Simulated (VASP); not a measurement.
Ge2N: relaxation of cell and atoms with PBE

The system is Ge2N.

```
Ge N
1.0
     3.49392    0.00000    0.00000
    -1.74696    3.02582    0.00000
     0.00000    0.00000    3.77250
Ge N
2 1
Direct
  0.33333 0.66667 0.50000
  0.66667 0.33333 0.50000
  0.00000 0.00000 0.00000
```

```json
{
  "Program": "VASP 6.6.1",
  "Task": "relaxation of cell and atoms",
  "Functional": "PBE",
  "Potentials or basis": "VASP PAW PBE potentials, release 64 (Ge_d, N)",
  "Cutoff": "600 eV",
  "k mesh": "6 × 6 × 4",
  "Occupations": "gaussian, width 0.1 eV",
  "Spin": "no spin polarisation",
  "Dipole correction": "no",
  "Further INCAR settings": "ALGO = Normal; EDIFF = 1e-06; IBRION = 2; EDIFFG = -0.04; NSW = 90; ISIF = 3"
}
```

| Item | Value |
| --- | --- |
| Relaxed volume | 15.37 Å³/atom |
| Relaxed cell | a = 4.169 Å, b = 4.169 Å, c = 3.063 Å, α = 90.00°, β = 90.00°, γ = 120.00° |
| Space group after relaxing (to 0.05 Å) | P6/mmm (No. 191) |
| Energy gained by relaxing | 1162.0 meV/atom |
| Ionic steps | 13 |
| Pressure after relaxing | 0.1 GPa |

The path:
```tsv
step	energy change (eV)	largest force (eV/Å)	pressure (GPa)	volume (Å³)
1	0.0000	0.0000	58.97	39.88
2	-1.6705	0.0000	-15.51	72.17
3	-3.1329	0.0000	-5.10	54.48
4	-3.1344	0.0000	-4.58	54.17
5	-3.1343	0.0000	-4.09	53.87
6	-3.3169	0.0000	-2.89	50.99
7	-3.4214	0.0000	-0.97	48.28
8	-3.4170	0.0000	6.47	42.83
9	-3.4660	0.0000	0.58	46.29
10	-3.4719	0.0000	3.08	44.57
11	-3.4761	0.0000	2.00	45.27
12	-3.4848	0.0000	-0.64	46.43
13	-3.4861	0.0000	0.06	46.10
```

Final structure:
```cif
data_structure
_symmetry_space_group_name_H-M 'P 1'
_symmetry_Int_Tables_number 1
_cell_length_a 4.1693
_cell_length_b 4.1693
_cell_length_c 3.0626
_cell_angle_alpha 90.000
_cell_angle_beta 90.000
_cell_angle_gamma 120.000
_cell_volume 46.10
loop_
_atom_site_label
_atom_site_type_symbol
_atom_site_fract_x
_atom_site_fract_y
_atom_site_fract_z
_atom_site_occupancy
Ge1 Ge 0.33333 0.66667 0.50000 1
Ge2 Ge 0.66667 0.33333 0.50000 1
N1 N 0.00000 0.00000 0.00000 1
```

Levels at points of the mesh, in eV from the Fermi level:
```csv
k point,band 12,band 13,band 14,band 15,band 16,band 17,band 18,band 19,band 20
"(0.00, 0.00, 0.00)",-9.39,-2.80,-2.31,-2.31,-2.05,-2.05,-0.56,4.48,6.73
"(0.50, 0.00, 0.00)",-10.87,-7.67,-4.70,0.07,0.33,1.48,1.81,4.50,6.86
"(0.00, 0.00, 0.50)",-10.63,-3.28,-1.02,-1.02,-0.74,-0.48,-0.48,-0.11,2.41
"(0.50, 0.00, 0.50)",-8.53,-7.14,-4.76,-1.94,-1.88,-1.38,-0.93,2.30,5.02
```

Run time: 2.1 min on 1 thread of AMD EPYC 7R13 Processor (Zen 3), on a shared host, peak memory 0.14 GiB.

Caveat: the k points lie up to 0.51 Å⁻¹ apart in the final cell; the volume moved by over 15 % at a fixed basis, so the end points are rough.
